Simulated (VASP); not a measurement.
# Y (P6_3/mmc) in VASP: relaxation of volume and atoms at fixed shape with LDA

Aim: the relaxation of volume and atoms at fixed shape of Y with LDA.

Program: VASP 6.6.1. These are calculated values, not measurements. Logs are shortened: lines on timing, memory, paths and dates and some standing lists are left out, and cuts for length are marked.

## Step 1: The cell of the first run

Symmetry: P6_3/mmc, No. 194, hexagonal system. Conventional cell: a = 3.647 Å, b = 3.647 Å, c = 5.731 Å, α = 90.00°, β = 90.00°, γ = 120.00°. Y (site symmetry -6m2) has 12 Y at 3.56 to 3.65 Å within 4.7 Å.

## Step 2: Relaxation of volume and atoms at fixed shape, LDA

File INCAR:

```
SYSTEM = Y
PREC = Accurate ; ENCUT = 600
EDIFF = 1E-6 ; ISMEAR = 0
SIGMA = 0.05 ; LREAL = .False.
LASPH = .True. ; NELM = 60
ALGO = Normal ; ISIF = 8
LWAVE = .False. ; LCHARG = .False.
GGA = CA ; IBRION = 2
NSW = 80 ; EDIFFG = -0.02
```

File KPOINTS:

```
regular mesh
0
Gamma
  13 13 7
  0 0 0
```

File POSCAR:

```
Y
1.0
    3.6474000000      0.0000000000      0.0000000000
   -1.8237000000      3.1587410600      0.0000000000
    0.0000000000      0.0000000000      5.7306000000
Y
2
Direct
    0.3333333300      0.6666666700      0.2500000000
    0.6666666700      0.3333333300      0.7500000000
```

Potentials or basis: VASP PAW LDA potentials, release 64 (Y_sv).

Run with:

```console
> cat potpaw_LDA.64/Y_sv/POTCAR > POTCAR
> mpirun -np 1 vasp_std > vasp.out
```

OUTCAR:

```text
SYSTEM = Y
   PREC = Accurate
   ENCUT = 600
   EDIFF = 1E-6
   ISMEAR = 0
   LREAL = .False.
   LASPH = .True.
   NELM = 60
   ISIF = 8
   GGA = CA
   IBRION = 2
   NSW = 80
   EDIFFG = -0.02

 ion  position               nearest neighbor table
   1  0.333  0.667  0.250-   2 3.56   2 3.56   2 3.56   2 3.56   2 3.56   2 3.56
   2  0.667  0.333  0.750-   1 3.56   1 3.56   1 3.56   1 3.56   1 3.56   1 3.56

  LATTYP: Found a hexagonal cell.
 ALAT       =     3.6474000000
 C/A-ratio  =     1.5711465702

  Lattice vectors:

 A1 = (   3.6474000000,   0.0000000000,   0.0000000000)
 A2 = (  -1.8237000000,   3.1587410600,   0.0000000000)
 A3 = (   0.0000000000,   0.0000000000,   5.7306000000)

Analysis of symmetry for initial positions (statically):
=====================================================================
 Subroutine PRICEL returns:
 Original cell was already a primitive cell.

 Routine SETGRP: Setting up the symmetry group for a
 hexagonal supercell.

 Subroutine GETGRP returns: Found 24 space group operations
 (whereof 12 operations were pure point group operations)
 out of a pool of 24 trial point group operations.

The static configuration has the point symmetry D_3d.
 The point group associated with its full space group is D_6h.

Analysis of symmetry for dynamics (positions and initial velocities):
=====================================================================
 Subroutine PRICEL returns:
 Original cell was already a primitive cell.

 Routine SETGRP: Setting up the symmetry group for a
 hexagonal supercell.

 Subroutine GETGRP returns: Found 24 space group operations
 (whereof 12 operations were pure point group operations)
 out of a pool of 24 trial point group operations.

The dynamic configuration has the point symmetry D_3d.
 The point group associated with its full space group is D_6h.

 Subroutine INISYM returns: Found 24 space group operations
 (whereof 12 operations are pure point group operations),
 and found     1 'primitive' translations

----------------------------------------------------------------------------------------

                                     Primitive cell

  volume of cell :      66.0233

  direct lattice vectors                    reciprocal lattice vectors
     3.647400000  0.000000000  0.000000000     0.274167900  0.158290911  0.000000000
    -1.823700000  3.158741060  0.000000000     0.000000000  0.316581822  0.000000000
     0.000000000  0.000000000  5.730600000     0.000000000  0.000000000  0.174501797

  length of vectors
     3.647400000  3.647400002  5.730600000     0.316581822  0.316581822  0.174501797

[... 76 lines left out ...]
   LSORBIT =      F    spin-orbit coupling
   LASPH  =      T    aspherical Exc in radial PAW
   ENCUT  =  600.0 eV  44.10 Ry    6.64 a.u.   7.28  7.28 11.45*2*pi/ulx,y,z
   NELM   =     60;   NELMIN=  2; NELMDL= -5     # of ELM steps
   EDIFF  = 0.1E-05   stopping-criterion for ELM
   LREAL  =      F    real-space projection
   EDIFFG = -.2E-01   stopping-criterion for IOM
   NSW    =     80    number of steps for IOM
   IBRION =      2    ionic relax: 0-MD 1-quasi-New 2-CG
   NFREE  =      1    steps in history (QN), initial steepest desc. (CG)
   ISIF   =      8    stress and relaxation
   ISYM   =      2    0-nonsym 1-usesym 2-fastsym
   POTIM  = 0.5000    time-step for ionic-motion
   TEBEG  =    0.0;   TEEND  =   0.0 temperature during run
   PSTRESS=    0.0 pullay stress
   NELECT =      22.0000    total number of electrons
   NUPDOWN=      -1.0000    fix difference up-down
   EMIN   =  10.00;   EMAX   =-10.00  energy-range for DOS
   EFERMI =   0.00;   METHOD = LEGACY
   ISMEAR =     0;   SIGMA  =   0.05  broadening in eV -4-tet -1-fermi 0-gaus
   EFERMI_NEDOS =   21; number of points for ismear=-14 and -15
   IALGO  =     38    algorithm
   IMIX   =      4    mixing-type and parameters
     AMIX     =   0.40;   BMIX     =  1.00
     AMIX_MAG =   1.60;   BMIX_MAG =  1.00
  volume/ion in A,a.u.               =      33.01       222.77
  Fermi-wavevector in a.u.,A,eV,Ry     =   1.134967  2.144777 17.526345  1.288150
  Thomas-Fermi vector in A             =   2.271671
   LORBIT       =      0    0 simple, 1 ext, 2 COOP (PROOUT), +10 PAW based schemes
   GGA     = CA    functional components
   LHFCALC =     F    Hartree Fock is set to
   AEXX    =    0.0000 exact exchange contribution
   IVDW    =     0    specifies the selected vdW correction
   LEPSILON=     F    determine dielectric tensor
   LRPA    =     F    only Hartree local field effects (RPA)
 conjugate gradient relaxation of ions
 non-spin polarized calculation
 Gauss-broadening in eV      SIGMA  =   0.05
  energy-cutoff  :      600.00
  volume of cell :       66.02
 maximum number of plane-waves:      2237
 NGX is ok and might be reduce to    30
   NGX = 15   NGY = 15   NGZ = 23

--------------------------------------- Ionic step        1  -------------------------------------------

 number of electron      22.0000002 magnetization

 Free energy of the ion-electron system (eV)
  ---------------------------------------------------
  ext. energy  EPLUGINS =         0.00000000
  ---------------------------------------------------
  free energy    TOTEN  =       -13.80708896 eV

  energy without entropy =      -13.80072243  energy(sigma->0) =      -13.80390569

 E-fermi :   2.8033     XC(G=0):  -9.6224

 val. band max:        2.7985101196   @ k =   0.3077   0.1538   0.4286
 cond. band min:       2.8139360418   @ k =   0.1538   0.0769   0.2857
 fundamental gap:      0.0154259223
 Fermi energy:         2.8032897890

 k-point     1 :       0.0000    0.0000    0.0000
  band No.  band energies     occupation
      1     -39.6684      2.00000
      2     -39.5950      2.00000
      3     -20.0666      2.00000
      4     -19.5920      2.00000
      5     -19.5920      2.00000
      6     -19.5027      2.00000
      7     -19.5027      2.00000
      8     -19.4691      2.00000
      9      -1.8658      2.00000
     10       0.9262      2.00000
     11       3.7468      0.00000
     12       4.4889      0.00000
     13       4.4889      0.00000
     14       4.7732      0.00000
[... 486 lines left out ...]
--------------------------------------- Ionic step        3  -------------------------------------------

 number of electron      22.0000001 magnetization

 Free energy of the ion-electron system (eV)
  ---------------------------------------------------
  ext. energy  EPLUGINS =         0.00000000
  ---------------------------------------------------
  free energy    TOTEN  =       -13.88990490 eV

  energy without entropy =      -13.88382904  energy(sigma->0) =      -13.88686697

 E-fermi :   3.3182     XC(G=0): -10.0283

 val. band max:        3.3075324768   @ k =   0.2308   0.2308   0.2857
 cond. band min:       3.3187425385   @ k =   0.3846   0.1538   0.4286
 fundamental gap:      0.0112100617
 Fermi energy:         3.3182036576

 k-point     1 :       0.0000    0.0000    0.0000
  band No.  band energies     occupation
      1     -38.9090      2.00000
      2     -38.7950      2.00000
      3     -19.4478      2.00000
      4     -18.7800      2.00000
      5     -18.7800      2.00000
      6     -18.6582      2.00000
      7     -18.6582      2.00000
      8     -18.6147      2.00000
      9      -1.4988      2.00000
     10       1.2870      2.00000
     11       4.6075      0.00000
     12       5.0973      0.00000
     13       5.0973      0.00000
     14       5.4225      0.00000
[... 444 lines left out ...]
  FREE ENERGIE OF THE ION-ELECTRON SYSTEM (eV)
  ---------------------------------------------------
  free  energy   TOTEN  =       -13.8899048952 eV

  energy  without entropy=      -13.8838290444  energy(sigma->0) =      -13.88686697

 reached required accuracy - stopping structural energy minimisation
```

OSZICAR:

```text
N       E                     dE             d eps       ncg     rms          rms(c)
DAV:   1     0.936912123282E+02    0.93691E+02   -0.12448E+04  2520   0.154E+03
DAV:   2    -0.664117973943E+01   -0.10033E+03   -0.99407E+02  3122   0.304E+02
DAV:   3    -0.141017722360E+02   -0.74606E+01   -0.74083E+01  4803   0.498E+01
[... 26 lines left out ...]
DAV:   3    -0.138868402839E+02    0.87129E-02   -0.69031E-02  4096   0.144E+00    0.367E-01
DAV:   4    -0.138884184960E+02   -0.15782E-02   -0.42955E-03  2975   0.421E-01    0.188E-01
DAV:   5    -0.138896568877E+02   -0.12384E-02   -0.18846E-03  4129   0.185E-01    0.455E-02
DAV:   6    -0.138898842456E+02   -0.22736E-03   -0.60111E-04  4360   0.109E-01    0.414E-02
DAV:   7    -0.138899050211E+02   -0.20775E-04   -0.33585E-05  2570   0.528E-02    0.108E-02
DAV:   8    -0.138899048952E+02    0.12589E-06   -0.34948E-06  2745   0.800E-03
   3 F= -.13889905E+02 E0= -.13886867E+02  d E =-.828159E-01
```

Wall time 7.5 min (1 thread of Intel Xeon 8259CL, shared host); peak memory 0.25 GiB.

What came out:

* Free energy: -13.8899 eV
* Relaxed volume: 29.79 Å³/atom
* Relaxed cell: a = 3.525 Å, b = 3.525 Å, c = 5.538 Å, α = 90.00°, β = 90.00°, γ = 120.00°
* Space group after relaxing (to 0.1 Å): P6_3/mmc (No. 194)
* Energy gained by relaxing: 41.4 meV/atom
* Ionic steps: 3
* Pressure after relaxing: 0.0 GPa
* Band gap on the k mesh: zero (bands 11 and 12 overlap by 1.71 eV)

Step by step:
```
step  energy change (eV)  largest force (eV/Å)  pressure (GPa)  volume (Å³)
   1              0.0000                0.0000           -3.87        66.02
   2             -0.0808                0.0000            0.68        58.69
   3             -0.0828                0.0000            0.02        59.58
```

Final structure:
```
Y
1.0
     3.52469    0.00000    0.00000
    -1.76235    3.05247    0.00000
     0.00000    0.00000    5.53781
Y
2
Direct
  0.33333 0.66667 0.25000
  0.66667 0.33333 0.75000
```

Levels at points of the mesh, in eV from the Fermi level:
| k point | band 8 | band 9 | band 10 | band 11 | band 12 | band 13 | band 14 | band 15 |
| --- | --- | --- | --- | --- | --- | --- | --- | --- |
| (0.00, 0.00, 0.00) | -21.93 | -4.82 | -2.03 | 1.29 | 1.78 | 1.78 | 2.10 | 2.45 |

LDA usually gives volumes a few per cent too small. Zero-point motion and thermal expansion aren't in these numbers.
